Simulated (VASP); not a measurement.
Runs of VASP 6.6.1 on WS2. The structure is that of space group P-6m2 (No. 187), or close to it. The cells are those of the table. 

```csv
cell,gap on the mesh (eV),largest force (eV/Å)
"a = 3.072, b = 3.072, c = 16.653 Å, angles 90.0, 90.0, 120.0°, 3 atoms",2.08,(a)
"a = 3.046, b = 3.046, c = 16.513 Å, angles 90.0, 90.0, 120.0°, 3 atoms",2.12,(b)
"a = 3.098, b = 3.098, c = 16.796 Å, angles 90.0, 90.0, 120.0°, 3 atoms",(c),0.51
"a = 3.176, b = 3.176, c = 17.219 Å, angles 90.0, 90.0, 120.0°, 3 atoms",1.90,0.85
```

Alike in all rows: task single point; level PBEsol+D3(BJ); potentials or basis VASP PAW PBE potentials, release 64 (W_sv, S); no spin polarisation; k mesh 12 × 12 × 2; cutoff (eV) 520; smearing gaussian 0.05 eV.

**Question.** Fill in the values left out.

**Answer.** (a) 1.05; (b) 1.71; (c) 2.03.

Caveats: the PAW data sets were made with another functional, which shifts forces and pressure a little; spin-orbit coupling is left out, which moves the levels of the heavy elements.

A k mesh can miss the band edges, and the runs leave out spin-orbit coupling on W.
